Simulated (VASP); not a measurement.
Here is a VASP 6.6.1 calculation.

Contents of INCAR:

```
  PREC = Accurate
  ENCUT = 520
  EDIFF = 1E-6
  ISMEAR = -1
  SIGMA = 0.08
  LREAL = False
  LASPH = True
  NELM = 60
  ALGO = Normal
  ISIF = 2
  LWAVE = False
  LCHARG = True
  GGA = PE
  LELF = True
  LVHAR = True
  NBANDS = 33
```

Contents of KPOINTS:

```
regular mesh
0
Gamma
  7 7 11
```

Contents of POSCAR:

```
TiO2
1.0
    4.4415765134      0.0000000000      0.0000000000
    0.0000000000      4.4415765134      0.0000000000
    0.0000000000      0.0000000000      2.8973097118
Ti O
2 4
Direct
    0.0000000000      0.0000000000      0.0000000000
    0.5000000000      0.5000000000      0.5000000000
    0.3020733598      0.3020733598      0.0000000000
    0.6979266402      0.6979266402      0.0000000000
    0.8020733598      0.1979266402      0.5000000000
    0.1979266402      0.8020733598      0.5000000000
```

Potentials or basis: VASP PAW PBE potentials, release 64 (Ti_sv, O).

Command:

```bash
$ cat potpaw_PBE.64/Ti_sv/POTCAR potpaw_PBE.64/O/POTCAR > POTCAR
$ mpirun -np 1 vasp_std > vasp.out
```

Question: What does it give for the band gap on the k mesh?

Answer: 1.96 eV, direct.

Question: Predict the largest force.

Answer: 0.019 eV/Å.

Question: Estimate the pressure.

Answer: 30.8 GPa.

Forces on the atoms (eV/Å):
```
Ti   0.000  0.000  0.000
Ti   0.000  0.000  0.000
O   -0.013 -0.013  0.000
O    0.013  0.013  0.000
O   -0.013  0.013  0.000
O    0.013 -0.013  0.000
```

A k mesh can miss the band edges. Expect the measured gap to be larger: semilocal functionals such as PBE lack the derivative discontinuity.
